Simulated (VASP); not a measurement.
Set up this calculation in VASP 6.6.1, as the native input.

| Property | Result |
| --- | --- |
| Task | single point |
| Functional | PBE |
| Potentials or basis | VASP PAW PBE potentials, release 64 (Cu) |
| Cutoff | 520 eV |
| k mesh | 20 × 20 × 20 |
| Occupations | fermi-dirac, width 0.02 eV |
| Spin | no spin polarisation |
| Dipole correction | no |
| Further INCAR settings | ALGO = Fast; EDIFF = 1e-07; NBANDS = 12 |

The structure of Cu lies in POSCAR:

```
Cu
1.0
   -1.4427933200      1.4427933200      1.3760814500
    1.4427933200     -1.4427933200      1.3760814500
    1.4427933200      1.4427933200     -1.3760814500
Cu
1
Direct
    0.0000000000      0.0000000000      0.0000000000
```

One way to write it, as run:

INCAR

```
SYSTEM = Cu
PREC = Accurate
ENCUT = 520
EDIFF = 1E-7
ISMEAR = -1
SIGMA = 0.02
LREAL = .FALSE.
LASPH = .TRUE.
NELM = 100
ALGO = Fast
ISIF = 2
LWAVE = .FALSE.
LCHARG = .FALSE.
GGA = PE
NBANDS = 12
```

KPOINTS

```
regular mesh
0
G
  20 20 20
  0 0 0
```

Potentials or basis: VASP PAW PBE potentials, release 64 (Cu).

Run with:

```sh
$ cat potpaw_PBE.64/Cu/POTCAR > POTCAR
$ mpirun -np 1 vasp_std > vasp.out
```

Results of the run:

```
Pressure : 7.8 GPa
```

It took 77 s on 1 thread of Intel(R) Xeon(R) 6975P-C (Granite Rapids), with other jobs on the host, peak memory 0.19 GiB.
